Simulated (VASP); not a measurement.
# CoO (Fm-3m) in VASP: further runs

Runs on CoO. Level: PBE. Tasks: single point.

Everything below comes from runs of VASP 6.6.1. Logs are shortened: lines on timing, memory, paths and dates and some standing lists are left out, and cuts for length are marked.

**1. The cell of the first run**

Symmetry: Fm-3m, No. 225, cubic system. Conventional cell: a = 4.347 Å, b = 4.347 Å, c = 4.347 Å, α = 90.00°, β = 90.00°, γ = 90.00°. Co (site symmetry m-3m) has 6 O at 2.17 Å within 2.9 Å. O (site symmetry m-3m) has 6 Co at 2.17 Å within 2.9 Å.

**2. Single point, PBE, collinear spin, ferromagnetic start**

Input file INCAR:

```
ALGO = Normal ; EDIFF = 1E-6
ENCUT = 600 ; GGA = PE
GGA_COMPAT = F ; ISIF = 2
ISMEAR = -1 ; ISPIN = 2
LASPH = T ; LCHARG = F
LMAXMIX = 4 ; LORBIT = 11
LREAL = F ; LWAVE = F
MAGMOM = 2 0 ; NBANDS = 22
NELM = 200 ; PREC = Accurate
SIGMA = 0.05
```

Input file KPOINTS:

```
k-points
0
Gamma
  11 11 11
```

Input file POSCAR:

```
CoO
1.0
    0.0000000000      2.1733064236      2.1733064236
    2.1733064236      0.0000000000      2.1733064236
    2.1733064236      2.1733064236      0.0000000000
Co O
1 1
Direct
    0.0000000000      0.0000000000      0.0000000000
    0.5000000000      0.5000000000      0.5000000000
```

Potentials or basis: VASP PAW PBE potentials, release 64 (Co_sv, O).

On the command line:

```bash
cat potpaw_PBE.64/Co_sv/POTCAR potpaw_PBE.64/O/POTCAR > POTCAR
mpirun -np 1 vasp_std > vasp.out
```

OUTCAR:

```text
EDIFF = 1E-6
   ENCUT = 600
   GGA = PE
   ISIF = 2
   ISMEAR = -1
   ISPIN = 2
   LASPH = T
   LORBIT = 11
   LREAL = F
   NELM = 200
   PREC = Accurate

 ion  position               nearest neighbor table
   1  0.000  0.000  0.000-   2 2.17   2 2.17   2 2.17   2 2.17   2 2.17   2 2.17
   2  0.500  0.500  0.500-   1 2.17   1 2.17   1 2.17   1 2.17   1 2.17   1 2.17

  LATTYP: Found a face centered cubic cell.
 ALAT       =     4.3466128472

  Lattice vectors:

 A1 = (   0.0000000000,   2.1733064236,   2.1733064236)
 A2 = (   2.1733064236,   0.0000000000,   2.1733064236)
 A3 = (   2.1733064236,   2.1733064236,   0.0000000000)

Analysis of symmetry for initial positions (statically):
=====================================================================
 Subroutine PRICEL returns:
 Original cell was already a primitive cell.

 Routine SETGRP: Setting up the symmetry group for a
 face centered cubic supercell.

 Subroutine GETGRP returns: Found 48 space group operations
 (whereof 48 operations were pure point group operations)
 out of a pool of 48 trial point group operations.

The static configuration has the point symmetry O_h .

Analysis of symmetry for dynamics (positions and initial velocities):
=====================================================================
 Subroutine PRICEL returns:
 Original cell was already a primitive cell.

 Routine SETGRP: Setting up the symmetry group for a
 face centered cubic supercell.

 Subroutine GETGRP returns: Found 48 space group operations
 (whereof 48 operations were pure point group operations)
 out of a pool of 48 trial point group operations.

The dynamic configuration has the point symmetry O_h .

Analysis of structural, dynamic, and magnetic symmetry:
=====================================================================
 Subroutine PRICEL returns:
 Original cell was already a primitive cell.

 Routine SETGRP: Setting up the symmetry group for a
 face centered cubic supercell.

 Subroutine GETGRP returns: Found 48 space group operations
 (whereof 48 operations were pure point group operations)
 out of a pool of 48 trial point group operations.

The overall configuration has the point symmetry O_h .

 Subroutine INISYM returns: Found 48 space group operations
 (whereof 48 operations are pure point group operations),
 and found     1 'primitive' translations

----------------------------------------------------------------------------------------

                                     Primitive cell

  volume of cell :      20.5302

  direct lattice vectors                    reciprocal lattice vectors
     0.000000000  2.173306424  2.173306424    -0.230064198  0.230064198  0.230064198
     2.173306424  0.000000000  2.173306424     0.230064198 -0.230064198  0.230064198
     2.173306424  2.173306424  0.000000000     0.230064198  0.230064198 -0.230064198

  length of vectors
     3.073519419  3.073519419  3.073519419     0.398482880  0.398482880  0.398482880

  position of ions in fractional coordinates (direct lattice)
     0.000000000  0.000000000  0.000000000
     0.500000000  0.500000000  0.500000000

  ion indices of the primitive-cell ions
   primitive index   ion index
                 1           1
                 2           2

----------------------------------------------------------------------------------------

 KPOINTS: k-points

Automatic generation of k-mesh.
 Grid dimensions read from file:
 generate k-points for:   11   11   11

 Generating k-lattice:

  Cartesian coordinates                     Fractional coordinates (reciprocal lattice)
    -0.020914927  0.020914927  0.020914927     0.090909091  0.000000000  0.000000000
     0.020914927 -0.020914927  0.020914927     0.000000000  0.090909091  0.000000000
     0.020914927  0.020914927 -0.020914927     0.000000000  0.000000000  0.090909091

  Length of vectors
     0.036225716  0.036225716  0.036225716

  Shift w.r.t. Gamma in fractional coordinates (k-lattice)
     0.000000000  0.000000000  0.000000000

 Subroutine IBZKPT returns following result:
 ===========================================

 Found     56 irreducible k-points:

 Following reciprocal coordinates:
            Coordinates               Weight
  0.000000  0.000000  0.000000      1.000000
  0.090909  0.000000  0.000000      8.000000
  0.181818  0.000000  0.000000      8.000000
  0.272727  0.000000  0.000000      8.000000
  0.363636  0.000000  0.000000      8.000000
  0.454545  0.000000  0.000000      8.000000
[... 16 lines left out ...]
 -0.272727  0.181818  0.000000     24.000000
 -0.181818  0.181818  0.000000     12.000000
 [... further k-points ...]
   k-points           NKPTS =     56   k-points in BZ     NKDIM =     56   number of bands    NBANDS=     22
   number of dos      NEDOS =    301   number of ions     NIONS =      2
   total plane-waves  NPLWV =  21952
   dimension x,y,z NGX =    28 NGY =   28 NGZ =   28
   dimension x,y,z NGXF=    56 NGYF=   56 NGZF=   56
   ions per type =               1   1
   NGX,Y,Z   is equivalent  to a cutoff of  15.15, 15.15, 15.15 a.u.
   NGXF,Y,Z  is equivalent  to a cutoff of  30.29, 30.29, 30.29 a.u.
 SYSTEM =  unknown system
   PREC   = accura    normal or accurate (medium, high low for compatibility)
   ISTART =      0    job   : 0-new  1-cont  2-samecut
   ICHARG =      2    charge: 1-file 2-atom 10-const
   ISPIN  =      2    spin polarized calculation?
   LNONCOLLINEAR =      F non collinear calculations
   LSORBIT =      F    spin-orbit coupling
   LASPH  =      T    aspherical Exc in radial PAW
   ENCUT  =  600.0 eV  44.10 Ry    6.64 a.u.   6.14  6.14  6.14*2*pi/ulx,y,z
   NELM   =    200;   NELMIN=  2; NELMDL= -5     # of ELM steps
   EDIFF  = 0.1E-05   stopping-criterion for ELM
   LREAL  =      F    real-space projection
   EDIFFG = 0.1E-04   stopping-criterion for IOM
   NSW    =      0    number of steps for IOM
   IBRION =     -1    ionic relax: 0-MD 1-quasi-New 2-CG
   NFREE  =      0    steps in history (QN), initial steepest desc. (CG)
   ISIF   =      2    stress and relaxation
   ISYM   =      2    0-nonsym 1-usesym 2-fastsym
   POTIM  = 0.5000    time-step for ionic-motion
   TEBEG  =    0.0;   TEEND  =   0.0 temperature during run
   PSTRESS=    0.0 pullay stress
   NELECT =      23.0000    total number of electrons
   NUPDOWN=      -1.0000    fix difference up-down
   EMIN   =  10.00;   EMAX   =-10.00  energy-range for DOS
   EFERMI =   0.00;   METHOD = LEGACY
   ISMEAR =    -1;   SIGMA  =   0.05  broadening in eV -4-tet -1-fermi 0-gaus
   EFERMI_NEDOS =   21; number of points for ismear=-14 and -15
   IALGO  =     38    algorithm
   IMIX   =      4    mixing-type and parameters
     AMIX     =   0.40;   BMIX     =  1.00
     AMIX_MAG =   1.60;   BMIX_MAG =  1.00
  volume/ion in A,a.u.               =      10.27        69.27
  Fermi-wavevector in a.u.,A,eV,Ry     =   1.700278  3.213059 39.333676  2.890944
  Thomas-Fermi vector in A             =   2.780442
   LORBIT       =     11    0 simple, 1 ext, 2 COOP (PROOUT), +10 PAW based schemes
   GGA     = PE    functional components
   LHFCALC =     F    Hartree Fock is set to
   AEXX    =    0.0000 exact exchange contribution
   IVDW    =     0    specifies the selected vdW correction
   LEPSILON=     F    determine dielectric tensor
   LRPA    =     F    only Hartree local field effects (RPA)
 spin polarized calculation
  energy-cutoff  :      600.00
  volume of cell :       20.53
 maximum number of plane-waves:       701
 NGX is ok and might be reduce to    28
   NGX = 13   NGY = 13   NGZ = 13

 number of electron      23.0000004 magnetization       2.9891889

 Free energy of the ion-electron system (eV)
  ---------------------------------------------------
  ext. energy  EPLUGINS =         0.00000000
  ---------------------------------------------------
  free energy    TOTEN  =       -13.09125250 eV

  energy without entropy =      -13.05656566  energy(sigma->0) =      -13.07390908

 E-fermi :   8.0421     XC(G=0): -12.3339

 val. band max:        8.0308653934   @ k =  -0.4545   0.3636   0.1818
 cond. band min:       8.0421990139   @ k =   0.3636   0.2727   0.0909
 fundamental gap:      0.0113336205
 Fermi energy:         8.0421386293

 spin component 1

 k-point     1 :       0.0000    0.0000    0.0000
  band No.  band energies     occupation
      1     -88.8829      1.00000
      2     -52.1266      1.00000
      3     -52.1266      1.00000
      4     -52.1266      1.00000
      5     -11.6653      1.00000
      6       4.7800      1.00000
[... 14 lines left out ...]
     21      28.3316      0.00000
     22      32.0308      0.00000

 k-point     2 :       0.0909    0.0000    0.0000
  band No.  band energies     occupation
      1     -88.8826      1.00000
      2     -52.1282      1.00000
      3     -52.1262      1.00000
      4     -52.1262      1.00000
      5     -11.5892      1.00000
      6       4.1855      1.00000
[... 14 lines left out ...]
     21      29.6025      0.00000
     22      33.1560      0.00000

 k-point     3 :       0.1818    0.0000    0.0000
  band No.  band energies     occupation
      1     -88.8821      1.00000
      2     -52.1337      1.00000
      3     -52.1266      1.00000
      4     -52.1266      1.00000
      5     -11.3777      1.00000
      6       3.0578      1.00000
[... 14 lines left out ...]
     21      32.2171      0.00000
     22      35.1545      0.00000
[... 476 lines left out ...]
 k-point    23 :      -0.2727    0.1818    0.0000
  band No.  band energies     occupation
      1     -88.8806      1.00000
      2     -52.1462      1.00000
      3     -52.1353      1.00000
      4     -52.1288      1.00000
      5     -10.7633      1.00000
      6       1.2594      1.00000
[... 14 lines left out ...]
     21      34.8810      0.00000
     22      36.4585      0.00000

 k-point    24 :      -0.1818    0.1818    0.0000
  band No.  band energies     occupation
      1     -88.8811      1.00000
      2     -52.1407      1.00000
      3     -52.1326      1.00000
      4     -52.1274      1.00000
      5     -11.0069      1.00000
      6       1.7759      1.00000
[... 14 lines left out ...]
     21      34.7194      0.00000
     22      36.5438      0.00000

 [... further k-points ...]

 spin component 2

 k-point     1 :       0.0000    0.0000    0.0000
  band No.  band energies     occupation
      1     -85.7688      1.00000
      2     -49.0865      1.00000
      3     -49.0864      1.00000
      4     -49.0864      1.00000
      5     -11.1468      1.00000
      6       5.6965      1.00000
[... 14 lines left out ...]
     21      29.3303      0.00000
     22      32.8874      0.00000

 k-point     2 :       0.0909    0.0000    0.0000
  band No.  band energies     occupation
      1     -85.7686      1.00000
      2     -49.0885      1.00000
      3     -49.0863      1.00000
      4     -49.0862      1.00000
      5     -11.0683      1.00000
      6       4.9939      1.00000
[... 14 lines left out ...]
     21      30.3836      0.00000
     22      34.0592      0.00000

 k-point     3 :       0.1818    0.0000    0.0000
  band No.  band energies     occupation
      1     -85.7679      1.00000
      2     -49.0952      1.00000
      3     -49.0868      1.00000
      4     -49.0868      1.00000
      5     -10.8499      1.00000
      6       3.7342      1.00000
[... 14 lines left out ...]
     21      32.7180      0.00000
     22      36.0818      0.00000
[... 476 lines left out ...]
 k-point    23 :      -0.2727    0.1818    0.0000
  band No.  band energies     occupation
      1     -85.7662      1.00000
      2     -49.1100      1.00000
      3     -49.0968      1.00000
      4     -49.0894      1.00000
      5     -10.2078      1.00000
      6       1.9485      1.00000
[... 14 lines left out ...]
     21      35.2947      0.00000
     22      37.0454      0.00000

 k-point    24 :      -0.1818    0.1818    0.0000
  band No.  band energies     occupation
      1     -85.7669      1.00000
      2     -49.1036      1.00000
      3     -49.0937      1.00000
      4     -49.0878      1.00000
      5     -10.4636      1.00000
      6       2.5265      1.00000
[... 14 lines left out ...]
     21      35.3171      0.00000
     22      37.0886      0.00000

 [... further k-points ...]

------------------------ aborting loop because EDIFF is reached ----------------------------------------

  FORCE on cell =-STRESS in cart. coord.  units (eV):
  Direction    XX          YY          ZZ          XY          YZ          ZX
  --------------------------------------------------------------------------------------
  -------------------------------------------------------------------------------------
  Total       -1.6404093     -1.6404093     -1.6404093      0.0000000      0.0000000      0.0000000
  in kB     -128.0176662   -128.0176662   -128.0176662      0.0000000      0.0000000      0.0000000
  external PRESSURE =    -128.0176662 kB  Pullay stress =       0.0000000 kB

 VOLUME and BASIS-vectors are now :
 -----------------------------------------------------------------------------
  energy-cutoff  :      600.00
  volume of cell :       20.53
      direct lattice vectors                 reciprocal lattice vectors
     0.000000000  2.173306424  2.173306424    -0.230064198  0.230064198  0.230064198
     2.173306424  0.000000000  2.173306424     0.230064198 -0.230064198  0.230064198
     2.173306424  2.173306424  0.000000000     0.230064198  0.230064198 -0.230064198

 POSITION                                       TOTAL-FORCE (eV/Angst)
 -----------------------------------------------------------------------------------
      0.00000      0.00000      0.00000        -0.000000      0.000000     -0.000000
      2.17331      2.17331      2.17331         0.000000     -0.000000      0.000000
 -----------------------------------------------------------------------------------
    total drift:                                0.000000      0.000000      0.000000

  FREE ENERGIE OF THE ION-ELECTRON SYSTEM (eV)
  ---------------------------------------------------
  free  energy   TOTEN  =       -13.0912524967 eV

  energy  without entropy=      -13.0565656613  energy(sigma->0) =      -13.07390908

 total charge

# of ion       s       p       d       tot
------------------------------------------
    1        2.135   6.052   6.648  14.835
    2        1.552   3.400   0.000   4.952
--------------------------------------------------
tot          3.687   9.452   6.648  19.787

 magnetization (x)

# of ion       s       p       d       tot
------------------------------------------
    1        0.013   0.009   2.544   2.566
    2        0.027   0.281   0.000   0.308
--------------------------------------------------
tot          0.040   0.291   2.544   2.874
```

Wall time 66 s (1 thread of AMD EPYC 9R45 (Zen 5), shared host); peak memory 0.17 GiB.

Results:

```yaml
Free_energy: -13.0913 eV
Pressure: -12.8 GPa
Band_gap_on_the_k_mesh: zero (filled and empty bands overlap)
Net_moment: 2.99 μB per cell
Site_moments: Co +2.57; O +0.31 μB
Valence_electrons_inside_the_program's_atomic_spheres: Co 14.84; O 4.95
```

Levels at points of the mesh, in eV from the Fermi level:
Spin up:
| k point | band 10 | band 11 | band 12 | band 13 | band 14 | band 15 | band 16 | band 17 |
| --- | --- | --- | --- | --- | --- | --- | --- | --- |
| (0.00, 0.00, 0.00) | -3.02 | -2.91 | -2.91 | -2.91 | 0.63 | 16.57 | 17.57 | 17.57 |
Spin down:
| k point | band 7 | band 8 | band 9 | band 10 | band 11 | band 12 | band 13 | band 14 |
| --- | --- | --- | --- | --- | --- | --- | --- | --- |
| (0.00, 0.00, 0.00) | -2.35 | -2.35 | -0.98 | -0.98 | -0.98 | 0.17 | 0.17 | 1.18 |

Caveat: a cell with one magnetic atom can't hold antiferromagnetic order, which such compounds often take; semilocal functionals often make such compounds metallic where correlation or magnetic order opens a gap, which also shifts bond lengths. With open d or f shells a metallic result of PBE can be an artefact of self-interaction; +U or a hybrid may open a gap.

**3. Single point, PBE, collinear spin, ferromagnetic start**

This run uses another cell than the first one, of 9.49 Å³/atom, 0.925 times its volume.

Input file INCAR:

```
SYSTEM = CoO
PREC = Accurate
ENCUT = 600
EDIFF = 1E-6
ISMEAR = -1
SIGMA = 0.05
LREAL = .FALSE.
LASPH = .TRUE.
NELM = 200
ALGO = Normal
ISIF = 2
LWAVE = .FALSE.
LCHARG = .FALSE.
ISPIN = 2
MAGMOM = 2 0
LORBIT = 11
LMAXMIX = 4
GGA = PE
NBANDS = 22
GGA_COMPAT = .FALSE.
```

Input file KPOINTS:

```
regular mesh
0
G
  11 11 11
  0 0 0
```

Input file POSCAR:

```
CoO
1.0
    0.0000000000      2.1171958487      2.1171958487
    2.1171958487      0.0000000000      2.1171958487
    2.1171958487      2.1171958487      0.0000000000
Co O
1 1
Direct
    0.0000000000      0.0000000000      0.0000000000
    0.5000000000      0.5000000000      0.5000000000
```

Potentials or basis: VASP PAW PBE potentials, release 64 (Co_sv, O).

On the command line:

```bash
cat potpaw_PBE.64/Co_sv/POTCAR potpaw_PBE.64/O/POTCAR > POTCAR
mpirun -np 1 vasp_std > vasp.out
```

Wall time 47 s (1 thread of Intel Xeon Platinum 8375C at 2.90GHz (Ice Lake), shared host); peak memory 0.17 GiB.

It converged, with:

| Quantity | Value |
| --- | --- |
| Free energy | -13.1397 eV |
| Pressure | -1.0 GPa |
| Net moment | 2.88 μB per cell |
| Site moments | Co +2.49; O +0.28 μB |
| Valence electrons inside the program's atomic spheres | Co 14.88; O 4.99 |

Levels at points of the mesh, in eV from the Fermi level:
Spin up:
| k point | band 9 | band 10 | band 11 | band 12 | band 13 | band 14 | band 15 | band 16 | band 17 | band 18 |
| --- | --- | --- | --- | --- | --- | --- | --- | --- | --- | --- |
| (0.00, 0.00, 0.00) | -3.25 | -3.25 | -3.09 | -3.09 | -3.09 | 1.02 | 16.81 | 18.17 | 18.17 | 18.17 |
Spin down:
| k point | band 7 | band 8 | band 9 | band 10 | band 11 | band 12 | band 13 | band 14 |
| --- | --- | --- | --- | --- | --- | --- | --- | --- |
| (0.00, 0.00, 0.00) | -2.71 | -2.71 | -1.14 | -1.14 | -1.14 | 0.06 | 0.06 | 1.56 |

Caveat: a cell with one magnetic atom can't hold antiferromagnetic order, which such compounds often take; semilocal functionals often make such compounds metallic where correlation or magnetic order opens a gap, which also shifts bond lengths.
